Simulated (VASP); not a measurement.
# BiB (F-43m) in VASP: further runs

BiB is run at these levels: PBE, LDA; tasks: single point.

All numbers are computed with VASP 6.6.1; they aren't measurements. Logs are shortened: lines on timing, memory, paths and dates and some standing lists are left out, and cuts for length are marked.

## 1. The cell of the first run

The structure is cubic, space group F-43m (No. 216). The conventional cell has a = 5.490 Å, b = 5.490 Å, c = 5.490 Å, α = 90.00°, β = 90.00°, γ = 90.00°. Within 3.1 Å of B (site symmetry -43m) lie 4 Bi at 2.38 Å. Within 3.1 Å of Bi (site symmetry -43m) lie 4 B at 2.38 Å.

## 2. Single point, PBE

INCAR

```
SYSTEM = BiB
PREC = Accurate ; ENCUT = 520
EDIFF = 1E-6 ; ISMEAR = 0
SIGMA = 0.01 ; LREAL = .FALSE.
LASPH = .TRUE. ; NELM = 100
ALGO = Normal ; ISIF = 2
LWAVE = .FALSE. ; LCHARG = .FALSE.
GGA = PE ; NBANDS = 16
```

KPOINTS

```
Automatic mesh
0
G
  4 4 4
  0 0 0
```

POSCAR

```
BiB
1.0
    0.0000000000      2.7448744688      2.7448744688
    2.7448744688      0.0000000000      2.7448744688
    2.7448744688      2.7448744688      0.0000000000
B Bi
1 1
Direct
    0.0000000000      0.0000000000      0.0000000000
    0.2500000000      0.2500000000      0.2500000000
```

Potentials or basis: VASP PAW PBE potentials, release 64 (B, Bi_d).

Command:

```sh
> cat potpaw_PBE.64/B/POTCAR potpaw_PBE.64/Bi_d/POTCAR > POTCAR
> mpirun -np 1 vasp_std > vasp.out
```

OUTCAR:

```text
SYSTEM = BiB
   PREC = Accurate
   ENCUT = 520
   EDIFF = 1E-6
   ISMEAR = 0
   LREAL = .FALSE.
   LASPH = .TRUE.
   NELM = 100
   ISIF = 2
   GGA = PE

 ion  position               nearest neighbor table
   1  0.000  0.000  0.000-   2 2.38   2 2.38   2 2.38   2 2.38
   2  0.250  0.250  0.250-   1 2.38   1 2.38   1 2.38   1 2.38

  LATTYP: Found a face centered cubic cell.
 ALAT       =     5.4897489376

  Lattice vectors:

 A1 = (   0.0000000000,   2.7448744688,   2.7448744688)
 A2 = (   2.7448744688,   0.0000000000,   2.7448744688)
 A3 = (   2.7448744688,   2.7448744688,   0.0000000000)

Analysis of symmetry for initial positions (statically):
=====================================================================
 Subroutine PRICEL returns:
 Original cell was already a primitive cell.

 Routine SETGRP: Setting up the symmetry group for a
 face centered cubic supercell.

 Subroutine GETGRP returns: Found 24 space group operations
 (whereof 24 operations were pure point group operations)
 out of a pool of 48 trial point group operations.

The static configuration has the point symmetry T_d .

Analysis of symmetry for dynamics (positions and initial velocities):
=====================================================================
 Subroutine PRICEL returns:
 Original cell was already a primitive cell.

 Routine SETGRP: Setting up the symmetry group for a
 face centered cubic supercell.

 Subroutine GETGRP returns: Found 24 space group operations
 (whereof 24 operations were pure point group operations)
 out of a pool of 48 trial point group operations.

The dynamic configuration has the point symmetry T_d .

 Subroutine INISYM returns: Found 24 space group operations
 (whereof 24 operations are pure point group operations),
 and found     1 'primitive' translations

----------------------------------------------------------------------------------------

                                     Primitive cell

  volume of cell :      41.3616

  direct lattice vectors                    reciprocal lattice vectors
     0.000000000  2.744874469  2.744874469    -0.182157693  0.182157693  0.182157693
     2.744874469  0.000000000  2.744874469     0.182157693 -0.182157693  0.182157693
     2.744874469  2.744874469  0.000000000     0.182157693  0.182157693 -0.182157693

  length of vectors
[... 63 lines left out ...]
   ENCUT  =  520.0 eV  38.22 Ry    6.18 a.u.   7.22  7.22  7.22*2*pi/ulx,y,z
   NELM   =    100;   NELMIN=  2; NELMDL= -5     # of ELM steps
   EDIFF  = 0.1E-05   stopping-criterion for ELM
   LREAL  =      F    real-space projection
   EDIFFG = 0.1E-04   stopping-criterion for IOM
   NSW    =      0    number of steps for IOM
   IBRION =     -1    ionic relax: 0-MD 1-quasi-New 2-CG
   NFREE  =      0    steps in history (QN), initial steepest desc. (CG)
   ISIF   =      2    stress and relaxation
   ISYM   =      2    0-nonsym 1-usesym 2-fastsym
   POTIM  = 0.5000    time-step for ionic-motion
   TEBEG  =    0.0;   TEEND  =   0.0 temperature during run
   PSTRESS=    0.0 pullay stress
   NELECT =      18.0000    total number of electrons
   NUPDOWN=      -1.0000    fix difference up-down
   EMIN   =  10.00;   EMAX   =-10.00  energy-range for DOS
   EFERMI =   0.00;   METHOD = LEGACY
   ISMEAR =     0;   SIGMA  =   0.01  broadening in eV -4-tet -1-fermi 0-gaus
   EFERMI_NEDOS =   21; number of points for ismear=-14 and -15
   IALGO  =     38    algorithm
   IMIX   =      4    mixing-type and parameters
     AMIX     =   0.40;   BMIX     =  1.00
     AMIX_MAG =   1.60;   BMIX_MAG =  1.00
  volume/ion in A,a.u.               =      20.68       139.56
  Fermi-wavevector in a.u.,A,eV,Ry     =   1.240604  2.344402 20.940704  1.539098
  Thomas-Fermi vector in A             =   2.375038
   LORBIT       =      0    0 simple, 1 ext, 2 COOP (PROOUT), +10 PAW based schemes
   GGA     = PE    functional components
   LHFCALC =     F    Hartree Fock is set to
   AEXX    =    0.0000 exact exchange contribution
   IVDW    =     0    specifies the selected vdW correction
   LEPSILON=     F    determine dielectric tensor
   LRPA    =     F    only Hartree local field effects (RPA)
 non-spin polarized calculation
 Gauss-broadening in eV      SIGMA  =   0.01
  energy-cutoff  :      520.00
  volume of cell :       41.36
 maximum number of plane-waves:      1139
 NGX is ok and might be reduce to    30
   NGX = 15   NGY = 15   NGZ = 15

 number of electron      17.9999997 magnetization

 Free energy of the ion-electron system (eV)
  ---------------------------------------------------
  ext. energy  EPLUGINS =         0.00000000
  ---------------------------------------------------
  free energy    TOTEN  =        -8.77807296 eV

  energy without entropy =       -8.77807296  energy(sigma->0) =       -8.77807296

 E-fermi :   7.2274     XC(G=0):  -9.9999

 val. band max:        7.1783967704   @ k =   0.0000   0.0000   0.0000
 cond. band min:       7.4610833789   @ k =   0.0000   0.0000   0.0000
 fundamental gap:      0.2826866085
 Fermi energy:         7.2274240182

 k-point     1 :       0.0000    0.0000    0.0000
  band No.  band energies     occupation
      1     -15.9699      2.00000
      2     -15.9699      2.00000
      3     -15.9699      2.00000
      4     -15.8887      2.00000
      5     -15.8887      2.00000
      6      -6.9723      2.00000
[... 129 lines left out ...]
      3     -15.9098      2.00000
      4     -15.8829      2.00000
      5     -15.8738      2.00000
      6      -3.9431      2.00000
[... 8 lines left out ...]
     15      19.0090      0.00000
     16      20.2786      0.00000

------------------------ aborting loop because EDIFF is reached ----------------------------------------

  FORCE on cell =-STRESS in cart. coord.  units (eV):
  Direction    XX          YY          ZZ          XY          YZ          ZX
  --------------------------------------------------------------------------------------
  -------------------------------------------------------------------------------------
  Total        0.2450384      0.2450384      0.2450384     -0.0000000      0.0000000      0.0000000
  in kB        9.4917702      9.4917702      9.4917702     -0.0000000      0.0000000      0.0000000
  external PRESSURE =       9.4917702 kB  Pullay stress =       0.0000000 kB

 VOLUME and BASIS-vectors are now :
 -----------------------------------------------------------------------------
  energy-cutoff  :      520.00
  volume of cell :       41.36
      direct lattice vectors                 reciprocal lattice vectors
     0.000000000  2.744874469  2.744874469    -0.182157693  0.182157693  0.182157693
     2.744874469  0.000000000  2.744874469     0.182157693 -0.182157693  0.182157693
     2.744874469  2.744874469  0.000000000     0.182157693  0.182157693 -0.182157693

 POSITION                                       TOTAL-FORCE (eV/Angst)
 -----------------------------------------------------------------------------------
      0.00000      0.00000      0.00000         0.000000     -0.000000      0.000000
      1.37244      1.37244      1.37244        -0.000000      0.000000     -0.000000
 -----------------------------------------------------------------------------------
    total drift:                                0.000000      0.000000      0.000000

  FREE ENERGIE OF THE ION-ELECTRON SYSTEM (eV)
  ---------------------------------------------------
  free  energy   TOTEN  =        -8.7780729604 eV

  energy  without entropy=       -8.7780729604  energy(sigma->0) =       -8.77807296
```

stdout:

```text
POSCAR found type information on POSCAR B Bi
 POSCAR found :  2 types and       2 ions
 scaLAPACK will be used
 LDA part: xc-table for (Slater+PW92), standard interpolation
 POSCAR, INCAR and KPOINTS ok, starting setup
 FFT: planning ... GRIDC
 FFT: planning ... GRID_SOFT
 FFT: planning ... GRID
 WAVECAR not read
 entering main loop
```

Run time: 3.7 s. Hardware: 1 thread of AMD EPYC 9R45 (Zen 5), shared host; peak memory 0.13 GiB.

Results:

```yaml
Free_energy: -8.7781 eV
Pressure: 0.9 GPa
Band_gap_on_the_k_mesh: 0.28 eV, direct
```

Levels at points of the mesh, in eV from the valence-band top:
| k point | band 5 | band 6 | band 7 | band 8 | band 9 | band 10 | band 11 | band 12 | band 13 | band 14 |
| --- | --- | --- | --- | --- | --- | --- | --- | --- | --- | --- |
| (0.00, 0.00, 0.00) | -23.07 | -14.15 | 0.00 | 0.00 | 0.00 | 0.28 | 2.78 | 2.78 | 2.78 | 6.23 |
| (0.50, 0.00, 0.00) | -23.05 | -12.09 | -7.69 | -1.61 | -1.61 | 0.40 | 4.15 | 4.15 | 6.01 | 8.43 |
| (0.50, 0.50, 0.00) | -23.04 | -11.17 | -7.83 | -3.47 | -3.47 | 0.86 | 0.96 | 8.38 | 8.65 | 8.65 |

Caveat: the k points lie up to 0.50 Å⁻¹ apart; spin-orbit coupling is left out, which moves the levels of the heavy elements. A k mesh can miss the band edges.

## 3. Single point, LDA

INCAR

```
  PREC = Accurate
  ENCUT = 520
  EDIFF = 1E-7
  ISMEAR = 0
  SIGMA = 0.01
  LREAL = F
  LASPH = T
  NELM = 80
  ALGO = Normal
  ISIF = 2
  LWAVE = F
  LCHARG = T
  LELF = T
  LVHAR = T
  NBANDS = 16
```

KPOINTS

```
Automatic mesh
0
Gamma
  4 4 4
```

POSCAR is that of step 2.

Potentials or basis: VASP PAW LDA potentials, release 64 (B, Bi_d).

Command:

```sh
> cat potpaw_LDA.64/B/POTCAR potpaw_LDA.64/Bi_d/POTCAR > POTCAR
> mpirun -np 1 vasp_std > vasp.out
```

OUTCAR:

```text
PREC = Accurate
   ENCUT = 520
   EDIFF = 1E-7
   ISMEAR = 0
   LREAL = F
   LASPH = T
   NELM = 80
   ISIF = 2

 ion  position               nearest neighbor table
   1  0.000  0.000  0.000-   2 2.38   2 2.38   2 2.38   2 2.38
   2  0.250  0.250  0.250-   1 2.38   1 2.38   1 2.38   1 2.38

  LATTYP: Found a face centered cubic cell.
 ALAT       =     5.4897489376

  Lattice vectors:

[... 309 lines left out ...]
      6      -4.1571      2.00000
[... 8 lines left out ...]
     15      18.6896      0.00000
     16      20.0082      0.00000

------------------------ aborting loop because EDIFF is reached ----------------------------------------

  FORCE on cell =-STRESS in cart. coord.  units (eV):
  Direction    XX          YY          ZZ          XY          YZ          ZX
  --------------------------------------------------------------------------------------
  -------------------------------------------------------------------------------------
  Total       -0.9599526     -0.9599526     -0.9599526      0.0000000      0.0000000     -0.0000000
  in kB      -37.1845826    -37.1845826    -37.1845826      0.0000000      0.0000000     -0.0000000
  external PRESSURE =     -37.1845826 kB  Pullay stress =       0.0000000 kB

 VOLUME and BASIS-vectors are now :
 -----------------------------------------------------------------------------
  energy-cutoff  :      520.00
  volume of cell :       41.36
      direct lattice vectors                 reciprocal lattice vectors
     0.000000000  2.744874469  2.744874469    -0.182157693  0.182157693  0.182157693
     2.744874469  0.000000000  2.744874469     0.182157693 -0.182157693  0.182157693
     2.744874469  2.744874469  0.000000000     0.182157693  0.182157693 -0.182157693

 POSITION                                       TOTAL-FORCE (eV/Angst)
 -----------------------------------------------------------------------------------
      0.00000      0.00000      0.00000         0.000000      0.000000      0.000000
      1.37244      1.37244      1.37244        -0.000000     -0.000000     -0.000000
 -----------------------------------------------------------------------------------
    total drift:                                0.000000      0.000000      0.000000

  FREE ENERGIE OF THE ION-ELECTRON SYSTEM (eV)
  ---------------------------------------------------
  free  energy   TOTEN  =       -10.1986625670 eV

  energy  without entropy=      -10.1986625670  energy(sigma->0) =      -10.19866257
```

OSZICAR:

```text
N       E                     dE             d eps       ncg     rms          rms(c)
DAV:   1     0.138635668097E+03    0.13864E+03   -0.10015E+04   256   0.136E+03
DAV:   2    -0.177449006622E+01   -0.14041E+03   -0.13642E+03   272   0.356E+02
DAV:   3    -0.108082514282E+02   -0.90338E+01   -0.90061E+01   344   0.882E+01
DAV:   4    -0.109972414496E+02   -0.18899E+00   -0.18896E+00   312   0.138E+01
DAV:   5    -0.110046723484E+02   -0.74309E-02   -0.74308E-02   352   0.267E+00    0.388E+00
DAV:   6    -0.102419223804E+02    0.76275E+00   -0.15247E+00   344   0.841E+00    0.138E+00
DAV:   7    -0.102095764173E+02    0.32346E-01   -0.17573E-01   272   0.208E+00    0.720E-01
DAV:   8    -0.101990665012E+02    0.10510E-01   -0.23486E-02   344   0.138E+00    0.112E-01
DAV:   9    -0.101986477521E+02    0.41875E-03   -0.23990E-03   344   0.530E-01    0.502E-02
DAV:  10    -0.101986625043E+02   -0.14752E-04   -0.27948E-04   344   0.157E-01    0.206E-02
DAV:  11    -0.101986629027E+02   -0.39841E-06   -0.29561E-05   360   0.674E-02    0.517E-03
DAV:  12    -0.101986625538E+02    0.34891E-06   -0.15967E-06   304   0.882E-03    0.146E-03
DAV:  13    -0.101986625670E+02   -0.13176E-07   -0.12042E-07   280   0.231E-03
   1 F= -.10198663E+02 E0= -.10198663E+02  d E =-.585776E-44
```

stdout:

```text
POSCAR found type information on POSCAR B Bi
 POSCAR found :  2 types and       2 ions
 scaLAPACK will be used
 LDA part: xc-table for (Slater(with rela. corr.)+CA(PZ))
 , standard interpolation
 POSCAR, INCAR and KPOINTS ok, starting setup
 FFT: planning ... GRIDC
 FFT: planning ... GRID_SOFT
 FFT: planning ... GRID
 WAVECAR not read
 entering main loop
```

Wall time 3.8 s (1 thread of AMD EPYC 9R45 (Zen 5), shared host); peak memory 0.11 GiB.

What came out:

| Property | Result |
| --- | --- |
| Free energy | -10.1987 eV |
| Pressure | -3.7 GPa |
| Band gap on the k mesh | 0.37 eV, direct |

Levels at points of the mesh, in eV from the valence-band top:
```
           k point  band 6  band 7  band 8  band 9  band 10  band 11  band 12  band 13
(0.00, 0.00, 0.00)  -14.15    0.00    0.00    0.00     0.37     2.74     2.74     2.74
(0.50, 0.00, 0.00)  -12.11   -7.66   -1.61   -1.61     0.42     4.10     4.10     5.86
(0.50, 0.50, 0.00)  -11.21   -7.73   -3.49   -3.49     0.82     0.88     8.19     8.53
```

Caveat: the k points lie up to 0.50 Å⁻¹ apart; spin-orbit coupling is left out, which moves the levels of the heavy elements. A k mesh can miss the band edges.

## 4. Single point, PBE

INCAR

```
ALGO = Normal
EDIFF = 1E-6
ENCUT = 520
GGA = PE
ISIF = 2
ISMEAR = 0
LASPH = T
LCHARG = T
LELF = T
LREAL = F
LVHAR = T
LWAVE = F
NBANDS = 16
NELM = 80
PREC = Accurate
SIGMA = 0.01
```

KPOINTS

```
k-points
0
Gamma
  4 4 4
```

POSCAR is that of step 3.

Potentials or basis: VASP PAW PBE potentials, release 64 (B, Bi_d).

Command:

```sh
> cat potpaw_PBE.64/B/POTCAR potpaw_PBE.64/Bi_d/POTCAR > POTCAR
> mpirun -np 1 vasp_std > vasp.out
```

Wall time 4.5 s (1 thread of AMD EPYC 9R45 (Zen 5), shared host); peak memory 0.13 GiB.

Results (log left out):

| Property | Result |
| --- | --- |
| Free energy | -8.7781 eV |
| Pressure | 0.9 GPa |
| Band gap on the k mesh | 0.28 eV, direct |

Levels at points of the mesh, in eV from the valence-band top:
| k point | band 7 | band 8 | band 9 | band 10 | band 11 | band 12 |
| --- | --- | --- | --- | --- | --- | --- |
| (0.00, 0.00, 0.00) | 0.00 | 0.00 | 0.00 | 0.28 | 2.78 | 2.78 |
| (0.50, 0.00, 0.00) | -7.69 | -1.61 | -1.61 | 0.40 | 4.15 | 4.15 |
| (0.50, 0.50, 0.00) | -7.83 | -3.47 | -3.47 | 0.86 | 0.96 | 8.38 |

Caveat: the k points lie up to 0.50 Å⁻¹ apart; spin-orbit coupling is left out, which moves the levels of the heavy elements. A k mesh can miss the band edges.
